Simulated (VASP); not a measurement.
Write the native input for VASP 6.6.1 that does the following.

```yaml
Task: single point
Functional: RPBE
Potentials_or_basis: VASP PAW PBE potentials, release 64 (Ni)
Cutoff: 520 eV
k_mesh: 10 × 10 × 14
Occupations: fermi-dirac, width 0.05 eV
Spin: collinear spin, ferromagnetic start
Starting_moments: "[0.675, 0.715, 0.715] μB"
Dipole_correction: no
Further_INCAR_settings: ALGO = Normal; EDIFF = 1e-06; NBANDS = 26
```

The structure of Ni lies in POSCAR:

```
Ni
1.0
    4.0825140556      0.0000000000      0.0000000000
   -2.0412570278      3.5355608835      0.0000000000
    0.0000000000      0.0000000000      2.4753696904
Ni
3
Direct
    0.0000000000      0.0000000000      0.0000000000
    0.3333333333      0.6666666667      0.5000000000
    0.6666666667      0.3333333333      0.5000000000
```

This isn't the form of Ni at room conditions, which is fcc.

These files were run (other wordings do the same):

INCAR

```
SYSTEM = Ni
ALGO = Normal ; EDIFF = 1E-6
ENCUT = 520 ; GGA = RP
ISIF = 2 ; ISMEAR = -1
ISPIN = 2 ; LASPH = .TRUE.
LCHARG = .TRUE. ; LELF = .TRUE.
LMAXMIX = 4 ; LORBIT = 11
LREAL = .FALSE. ; LVHAR = .TRUE.
LWAVE = .FALSE. ; MAGMOM = 0.675 0.715 0.715
NBANDS = 26 ; NELM = 150
PREC = Accurate ; SIGMA = 0.05
```

KPOINTS

```
k-points
0
G
  10 10 14
  0 0 0
```

Potentials or basis: VASP PAW PBE potentials, release 64 (Ni).

Launch:

```console
$ cat potpaw_PBE.64/Ni/POTCAR > POTCAR
$ mpirun -np 1 vasp_std > vasp.out
```

Results of the run:

```
Pressure                                              : -5.9 GPa
Net moment                                            : 1.91 μB per cell
Site moments                                          : Ni +0.62, +0.67 (each value once) μB
Valence electrons inside the program's atomic spheres : Ni 9.12, 9.20 (each value once)
```

Caveat: the cell stands under tension; the PAW data sets were made with another functional, which shifts forces and pressure a little.

Run time: 3.7 min on 1 thread of Intel(R) Xeon(R) Platinum 8488C (Sapphire Rapids), on a shared host, peak memory 0.26 GiB.
